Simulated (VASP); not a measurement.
Na6PS3, 10 atoms in the cell. The structure is cubic, space group Im-3m (No. 229). Conventional cell: a = 10.547 Å, b = 10.547 Å, c = 10.547 Å, α = 90.00°, β = 90.00°, γ = 90.00°. Na (site symmetry 4mm) has 1 S at 2.54 Å and 1 P at 2.73 Å within 3.4 Å. P (site symmetry m-3m) has 6 Na at 2.73 Å within 3.6 Å. S (site symmetry 4/mmm) has 2 Na at 2.54 Å within 3.4 Å. The cell was generated, and may not be a known phase.

| Property | Result |
| --- | --- |
| Program | VASP 6.6.1 |
| Task | relaxation of cell and atoms |
| Functional | PBE |
| Potentials or basis | VASP PAW PBE potentials, release 64 (Na_pv, P, S) |
| Cutoff | 600 eV |
| k mesh | 6 × 6 × 6 |
| Occupations | gaussian, width 0.1 eV |
| Spin | no spin polarisation |
| Dipole correction | no |
| Further INCAR settings | ALGO = Normal; EDIFF = 1e-06; IBRION = 2; EDIFFG = -0.01; NSW = 100; ISIF = 3 |

Potentials or basis: VASP PAW PBE potentials, release 64 (Na_pv, P, S).

Run with:

```console
$ cat potpaw_PBE.64/Na_pv/POTCAR potpaw_PBE.64/P/POTCAR potpaw_PBE.64/S/POTCAR > POTCAR
$ mpirun -np 1 vasp_std > vasp.out
```

Hardware: 1 thread of Intel(R) Xeon(R) 6975P-C (Granite Rapids), with other jobs on the host.

Question: How long does it take, and how much memory?

Answer: Wall time 34 min on 1 thread of Intel(R) Xeon(R) 6975P-C (Granite Rapids), with other jobs on the host, peak memory 1.3 GiB. Counts: scf iterations 82, k points 16, ion steps 7.
